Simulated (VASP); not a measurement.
# TiC (Fmmm) in VASP: notebook

TiC is run at these levels: PBE; tasks: single point.

Program: VASP 6.6.1. These are calculated values, not measurements. Logs are shortened: lines on timing, memory, paths and dates and some standing lists are left out, and cuts for length are marked.

**1. The cell of the first run**

Symmetry: Fmmm, No. 69, orthorhombic system. The conventional cell has a = 3.764 Å, b = 4.333 Å, c = 4.901 Å, α = 90.00°, β = 90.00°, γ = 90.00°. Ti (site symmetry mmm) has 6 C at 1.88 to 2.45 Å within 2.5 Å. Within 2.5 Å of C (site symmetry mmm) lie 6 Ti at 1.88 to 2.45 Å.

**2. Single point, PBE (strain +0.1312 x Voigt [1, -1, 0, 0, 0, 0])**

INCAR

```
PREC = Accurate ; ENCUT = 520
EDIFF = 1E-6 ; ISMEAR = 0
SIGMA = 0.15 ; LREAL = F
LASPH = T ; NELM = 60
ALGO = Normal ; ISIF = 2
LWAVE = F ; LCHARG = F
GGA = PE ; NBANDS = 15
```

KPOINTS

```
regular mesh
0
Gamma
  24 24 24
```

POSCAR

```
TiC
1.0
    0.0000000000      1.8822217721      2.1664615241
    2.4507012761      0.0000000000      2.1664615241
    2.4507012761      1.8822217721      0.0000000000
Ti C
1 1
Direct
    0.0000000000      0.0000000000      0.0000000000
    0.5000000000      0.5000000000      0.5000000000
```

Potentials or basis: VASP PAW PBE potentials, release 64 (Ti_sv, C).

On the command line:

```sh
> cat potpaw_PBE.64/Ti_sv/POTCAR potpaw_PBE.64/C/POTCAR > POTCAR
> mpirun -np 1 vasp_std > vasp.out
```

OUTCAR:

```text
PREC = Accurate
   ENCUT = 520
   EDIFF = 1E-6
   ISMEAR = 0
   LREAL = F
   LASPH = T
   NELM = 60
   ISIF = 2
   GGA = PE

 ion  position               nearest neighbor table
   1  0.000  0.000  0.000-   2 1.88   2 1.88   2 2.17   2 2.17   2 2.45   2 2.45
   2  0.500  0.500  0.500-   1 1.88   1 1.88   1 2.17   1 2.17   1 2.45   1 2.45

  LATTYP: Found a face centered orthorhombic cell.
 ALAT       =     3.7644435442
 B/A-ratio  =     1.1510128914
 C/A-ratio  =     1.3020257827

  Lattice vectors:

 A1 = (  -2.4507012761,   0.0000000000,  -2.1664615241)
 A2 = (  -2.4507012761,   1.8822217721,   0.0000000000)
 A3 = (   0.0000000000,   1.8822217721,  -2.1664615241)

Analysis of symmetry for initial positions (statically):
=====================================================================
 Subroutine PRICEL returns:
 Original cell was already a primitive cell.

 Routine SETGRP: Setting up the symmetry group for a
 face centered orthorhombic supercell.

 Subroutine GETGRP returns: Found  8 space group operations
 (whereof  8 operations were pure point group operations)
 out of a pool of  8 trial point group operations.

The static configuration has the point symmetry D_2h.

Analysis of symmetry for dynamics (positions and initial velocities):
=====================================================================
 Subroutine PRICEL returns:
 Original cell was already a primitive cell.

 Routine SETGRP: Setting up the symmetry group for a
 face centered orthorhombic supercell.

 Subroutine GETGRP returns: Found  8 space group operations
 (whereof  8 operations were pure point group operations)
 out of a pool of  8 trial point group operations.

The dynamic configuration has the point symmetry D_2h.

 Subroutine INISYM returns: Found  8 space group operations
 (whereof  8 operations are pure point group operations),
 and found     1 'primitive' translations

----------------------------------------------------------------------------------------

                                     Primitive cell

  volume of cell :      19.9867

  direct lattice vectors                    reciprocal lattice vectors
     0.000000000  1.882221772  2.166461524    -0.204023234  0.265643511  0.230791082
     2.450701276  0.000000000  2.166461524     0.204023234 -0.265643511  0.230791082
     2.450701276  1.882221772  0.000000000     0.204023234  0.265643511 -0.230791082

  length of vectors
     2.869897966  3.271007839  3.090096365     0.406763419  0.406763419  0.406763419

  position of ions in fractional coordinates (direct lattice)
     0.000000000  0.000000000  0.000000000
     0.500000000  0.500000000  0.500000000

  ion indices of the primitive-cell ions
   primitive index   ion index
                 1           1
                 2           2

----------------------------------------------------------------------------------------

 KPOINTS: regular mesh

Automatic generation of k-mesh.
 Grid dimensions read from file:
 generate k-points for:   24   24   24

 Generating k-lattice:

  Cartesian coordinates                     Fractional coordinates (reciprocal lattice)
    -0.008500968  0.011068480  0.009616295     0.041666667 -0.000000000 -0.000000000
     0.008500968 -0.011068480  0.009616295     0.000000000  0.041666667  0.000000000
     0.008500968  0.011068480 -0.009616295     0.000000000  0.000000000  0.041666667

  Length of vectors
     0.016948476  0.016948476  0.016948476

  Shift w.r.t. Gamma in fractional coordinates (k-lattice)
     0.000000000  0.000000000  0.000000000

 Subroutine IBZKPT returns following result:
 ===========================================

 Found   1963 irreducible k-points:

 Following reciprocal coordinates:
            Coordinates               Weight
  0.000000  0.000000  0.000000      1.000000
  0.041667  0.000000  0.000000      8.000000
  0.083333  0.000000  0.000000      8.000000
  0.125000  0.000000  0.000000      8.000000
  0.166667  0.000000  0.000000      8.000000
  0.208333  0.000000  0.000000      8.000000
[... 16 lines left out ...]
  0.416667  0.041667  0.000000      8.000000
  0.458333  0.041667  0.000000      8.000000
 [... further k-points ...]
   k-points           NKPTS =   1963   k-points in BZ     NKDIM =   1963   number of bands    NBANDS=     15
   number of dos      NEDOS =    301   number of ions     NIONS =      2
   total plane-waves  NPLWV =  13824
   dimension x,y,z NGX =    24 NGY =   24 NGZ =   24
   dimension x,y,z NGXF=    48 NGYF=   48 NGZF=   48
   ions per type =               1   1
   NGX,Y,Z   is equivalent  to a cutoff of  13.90, 12.20, 12.91 a.u.
   NGXF,Y,Z  is equivalent  to a cutoff of  27.81, 24.40, 25.82 a.u.
 SYSTEM =  unknown system
   PREC   = accura    normal or accurate (medium, high low for compatibility)
   ISTART =      0    job   : 0-new  1-cont  2-samecut
   ICHARG =      2    charge: 1-file 2-atom 10-const
   ISPIN  =      1    spin polarized calculation?
   LNONCOLLINEAR =      F non collinear calculations
   LSORBIT =      F    spin-orbit coupling
   LASPH  =      T    aspherical Exc in radial PAW
   ENCUT  =  520.0 eV  38.22 Ry    6.18 a.u.   5.34  6.08  5.75*2*pi/ulx,y,z
   NELM   =     60;   NELMIN=  2; NELMDL= -5     # of ELM steps
   EDIFF  = 0.1E-05   stopping-criterion for ELM
   LREAL  =      F    real-space projection
   EDIFFG = 0.1E-04   stopping-criterion for IOM
   NSW    =      0    number of steps for IOM
   IBRION =     -1    ionic relax: 0-MD 1-quasi-New 2-CG
   NFREE  =      0    steps in history (QN), initial steepest desc. (CG)
   ISIF   =      2    stress and relaxation
   ISYM   =      2    0-nonsym 1-usesym 2-fastsym
   POTIM  = 0.5000    time-step for ionic-motion
   TEBEG  =    0.0;   TEEND  =   0.0 temperature during run
   PSTRESS=    0.0 pullay stress
   NELECT =      16.0000    total number of electrons
   NUPDOWN=      -1.0000    fix difference up-down
   EMIN   =  10.00;   EMAX   =-10.00  energy-range for DOS
   EFERMI =   0.00;   METHOD = LEGACY
   ISMEAR =     0;   SIGMA  =   0.15  broadening in eV -4-tet -1-fermi 0-gaus
   EFERMI_NEDOS =   21; number of points for ismear=-14 and -15
   IALGO  =     38    algorithm
   IMIX   =      4    mixing-type and parameters
     AMIX     =   0.40;   BMIX     =  1.00
     AMIX_MAG =   1.60;   BMIX_MAG =  1.00
  volume/ion in A,a.u.               =       9.99        67.44
  Fermi-wavevector in a.u.,A,eV,Ry     =   1.520083  2.872541 31.438354  2.310654
  Thomas-Fermi vector in A             =   2.628982
   LORBIT       =      0    0 simple, 1 ext, 2 COOP (PROOUT), +10 PAW based schemes
   GGA     = PE    functional components
   LHFCALC =     F    Hartree Fock is set to
   AEXX    =    0.0000 exact exchange contribution
   IVDW    =     0    specifies the selected vdW correction
   LEPSILON=     F    determine dielectric tensor
   LRPA    =     F    only Hartree local field effects (RPA)
 non-spin polarized calculation
 Gauss-broadening in eV      SIGMA  =   0.15
  energy-cutoff  :      520.00
  volume of cell :       19.99
 maximum number of plane-waves:       560
 NGX is ok and might be reduce to    24
   NGX = 11   NGY = 13   NGZ = 11

 number of electron      16.0000003 magnetization

 Free energy of the ion-electron system (eV)
  ---------------------------------------------------
  ext. energy  EPLUGINS =         0.00000000
  ---------------------------------------------------
  free energy    TOTEN  =       -17.66320925 eV

  energy without entropy =      -17.66027956  energy(sigma->0) =      -17.66174441

 E-fermi :   9.6741     XC(G=0): -12.6824

 val. band max:        9.6617433477   @ k =   0.3750  -0.1667   0.3333
 cond. band min:       9.6744146739   @ k =   0.3750  -0.1667   0.2917
 fundamental gap:      0.0126713262
 Fermi energy:         9.6741421321

 k-point     1 :       0.0000    0.0000    0.0000
  band No.  band energies     occupation
      1     -46.7464      2.00000
      2     -22.9550      2.00000
      3     -22.7624      2.00000
      4     -22.6821      2.00000
      5      -2.8813      2.00000
      6       9.5097      1.87902
      7      10.0125      0.00142
      8      10.5652      0.00000
      9      10.7341      0.00000
     10      11.2009      0.00000
     11      11.4854      0.00000
     12      11.6299      0.00000
     13      12.1357      0.00000
     14      21.5774      0.00000
     15      24.3202      0.00000

 k-point     2 :       0.0417    0.0000    0.0000
  band No.  band energies     occupation
      1     -46.7450      2.00000
      2     -22.9576      2.00000
      3     -22.7674      2.00000
      4     -22.6865      2.00000
      5      -2.8378      2.00000
      6       9.4153      1.98533
      7       9.7371      0.55274
      8      10.3624      0.00000
      9      10.7953      0.00000
     10      11.1366      0.00000
     11      11.5697      0.00000
     12      11.7830      0.00000
     13      12.5081      0.00000
     14      21.6388      0.00000
     15      24.3089      0.00000

 k-point     3 :       0.0833    0.0000    0.0000
  band No.  band energies     occupation
      1     -46.7406      2.00000
      2     -22.9655      2.00000
      3     -22.7853      2.00000
      4     -22.6960      2.00000
      5      -2.7088      2.00000
      6       9.1126      2.00000
      7       9.1833      2.00000
      8      10.1725      0.00000
      9      10.4305      0.00000
     10      11.3129      0.00000
     11      11.9489      0.00000
     12      12.0305      0.00000
     13      13.2277      0.00000
     14      21.8034      0.00000
     15      24.2477      0.00000

 k-point     4 :       0.1250    0.0000    0.0000
  band No.  band energies     occupation
      1     -46.7336      2.00000
      2     -22.9802      2.00000
      3     -22.8191      2.00000
      4     -22.7033      2.00000
      5      -2.4977      2.00000
      6       8.5756      2.00000
      7       8.6634      2.00000
      8       9.6539      1.15106
      9      10.5286      0.00000
     10      11.3882      0.00000
     11      12.1194      0.00000
     12      12.6707      0.00000
     13      14.0279      0.00000
     14      22.0021      0.00000
     15      24.0973      0.00000
[... 307 lines left out ...]
 k-point    22 :       0.3750    0.0417    0.0000
  band No.  band energies     occupation
      1     -46.6725      2.00000
      2     -23.2697      2.00000
      3     -22.9956      2.00000
      4     -22.7036      2.00000
      5      -0.1860      2.00000
      6       5.0096      2.00000
      7       6.4952      2.00000
      8       7.0177      2.00000
      9      12.1698      0.00000
     10      12.3248      0.00000
     11      13.6323      0.00000
     12      15.7889      0.00000
     13      18.4017      0.00000
     14      19.2677      0.00000
     15      24.5658      0.00000

 k-point    23 :       0.4167    0.0417    0.0000
  band No.  band energies     occupation
      1     -46.6649      2.00000
      2     -23.3183      2.00000
      3     -23.0057      2.00000
      4     -22.7018      2.00000
      5       0.3002      2.00000
      6       4.4668      2.00000
      7       6.2971      2.00000
      8       6.7169      2.00000
      9      12.2641      0.00000
     10      12.6862      0.00000
     11      13.9941      0.00000
     12      16.1702      0.00000
     13      18.2197      0.00000
     14      19.1983      0.00000
     15      24.0045      0.00000

 k-point    24 :       0.4583    0.0417    0.0000
  band No.  band energies     occupation
      1     -46.6597      2.00000
      2     -23.3509      2.00000
      3     -23.0123      2.00000
      4     -22.7009      2.00000
      5       0.7243      2.00000
      6       4.0130      2.00000
      7       6.1630      2.00000
      8       6.5110      2.00000
      9      12.3091      0.00000
     10      12.9845      0.00000
     11      14.3190      0.00000
     12      16.4416      0.00000
     13      17.7299      0.00000
     14      19.4053      0.00000
     15      23.6040      0.00000

 [... further k-points ...]
[... 5 lines left out ...]
  --------------------------------------------------------------------------------------
  -------------------------------------------------------------------------------------
  Total       -3.2644385     13.7539012      0.7601822      0.0000000     -0.0000000      0.0000000
  in kB     -261.6838560   1102.5399545     60.9377089      0.0000000     -0.0000000      0.0000000
  external PRESSURE =     300.5979358 kB  Pullay stress =       0.0000000 kB

 VOLUME and BASIS-vectors are now :
 -----------------------------------------------------------------------------
  energy-cutoff  :      520.00
  volume of cell :       19.99
      direct lattice vectors                 reciprocal lattice vectors
     0.000000000  1.882221772  2.166461524    -0.204023234  0.265643511  0.230791082
     2.450701276  0.000000000  2.166461524     0.204023234 -0.265643511  0.230791082
     2.450701276  1.882221772  0.000000000     0.204023234  0.265643511 -0.230791082

 POSITION                                       TOTAL-FORCE (eV/Angst)
 -----------------------------------------------------------------------------------
      0.00000      0.00000      0.00000         0.000000      0.000000     -0.000000
      2.45070      1.88222      2.16646         0.000000      0.000000      0.000000
 -----------------------------------------------------------------------------------
    total drift:                                0.000000     -0.000000     -0.000000

  FREE ENERGIE OF THE ION-ELECTRON SYSTEM (eV)
  ---------------------------------------------------
  free  energy   TOTEN  =       -17.6632092538 eV

  energy  without entropy=      -17.6602795633  energy(sigma->0) =      -17.66174441
```

Run time: 12 min. Hardware: 1 thread of Intel Xeon 8259CL, shared host; peak memory 0.67 GiB.

What came out:

```
Free energy            : -17.6632 eV
Pressure               : 30.1 GPa
Band gap on the k mesh : zero (bands 8 and 9 overlap by 2.35 eV)
```

Caveat: the cell differs from its parent crystal (strain +0.1312 x Voigt [1, -1, 0, 0, 0, 0]); the cell stands under pressure.

**3. Single point, PBE (strain +0.1125 x Voigt [1, -1, 0, 0, 0, 0])**

INCAR

```
PREC = Accurate ; ENCUT = 520
EDIFF = 1E-6 ; ISMEAR = 0
SIGMA = 0.15 ; LREAL = F
LASPH = T ; NELM = 80
ALGO = Normal ; ISIF = 2
LWAVE = F ; LCHARG = T
GGA = PE ; LELF = T
LVHAR = T ; NBANDS = 15
```

KPOINTS

```
Automatic mesh
0
Gamma
  24 24 24
```

POSCAR

```
TiC
1.0
    0.0000000000      1.9227346026      2.1664615241
    2.4101884456      0.0000000000      2.1664615241
    2.4101884456      1.9227346026      0.0000000000
Ti C
1 1
Direct
    0.0000000000      0.0000000000      0.0000000000
    0.5000000000      0.5000000000      0.5000000000
```

Potentials or basis: VASP PAW PBE potentials, release 64 (Ti_sv, C).

On the command line:

```sh
> cat potpaw_PBE.64/Ti_sv/POTCAR potpaw_PBE.64/C/POTCAR > POTCAR
> mpirun -np 1 vasp_std > vasp.out
```

Run time: 12 min. Hardware: 1 thread of Intel Xeon 8259CL, shared host; peak memory 0.67 GiB.

It converged, with:

| Property | Result |
| --- | --- |
| Free energy | -17.9764 eV |
| Pressure | 22.0 GPa |
| Band gap on the k mesh | zero (bands 8 and 9 overlap by 2.17 eV) |

Stress tensor (GPa, compression positive):
```
-24.26   0.00   0.00
  0.00  85.86   0.00
  0.00   0.00   4.35
```

Levels at points of the mesh, in eV from the Fermi level:
```tsv
k point	band 6	band 7	band 8	band 9	band 10	band 11
(0.00, 0.00, 0.00)	-0.06	0.58	0.84	1.17	1.57	1.63
(0.50, 0.00, 0.00)	-5.95	-3.45	-3.17	2.66	3.45	4.69
(0.50, 0.50, 0.00)	-3.53	-1.43	0.06	0.43	2.22	2.80
(0.50, 0.00, 0.50)	-1.89	-1.84	-0.95	-0.80	2.86	3.04
(0.00, 0.50, 0.50)	-4.44	-1.47	0.60	1.10	2.57	3.27
```

Caveat: the cell differs from its parent crystal (strain +0.1125 x Voigt [1, -1, 0, 0, 0, 0]); the cell stands under pressure.
